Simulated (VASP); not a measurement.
A run of VASP 6.6.1:

The input INCAR:

```
  ALGO = Normal
  EDIFF = 1E-7
  ENCUT = 520
  GGA = PE
  ISIF = 2
  ISMEAR = 0
  LASPH = True
  LCHARG = False
  LREAL = False
  LWAVE = False
  NBANDS = 25
  NELM = 100
  PREC = Accurate
  SIGMA = 0.1
```

The input KPOINTS:

```
k-points
0
Gamma
  6 6 4
```

File POSCAR:

```
YNbN2
1.0
    3.2011002667      0.0000000000      0.0000000000
   -1.6005501334      2.7722341511      0.0000000000
    0.0000000000      0.0000000000      5.7611859964
Y Nb N
1 1 2
Direct
    0.0000000000      0.0000000000      0.5000000000
    0.0000000000      0.0000000000      0.0000000000
    0.3333333333      0.6666666667      0.7758426382
    0.6666666667      0.3333333333      0.2241573618
```

Potentials or basis: VASP PAW PBE potentials, release 64 (Y_sv, Nb_sv, N).

Run with:

```sh
$ cat potpaw_PBE.64/Y_sv/POTCAR potpaw_PBE.64/Nb_sv/POTCAR potpaw_PBE.64/N/POTCAR > POTCAR
$ mpirun -np 1 vasp_std > vasp.out
```

Hardware: 1 thread of Intel(R) Xeon(R) 6975P-C (Granite Rapids), with other jobs on the host.

**Question.** How long does it take, and how much memory?

**Answer.** It took 25 s on 1 thread of Intel(R) Xeon(R) 6975P-C (Granite Rapids), on a shared host, peak memory 0.2 GiB. Counts: scf iterations 17, k points 24.
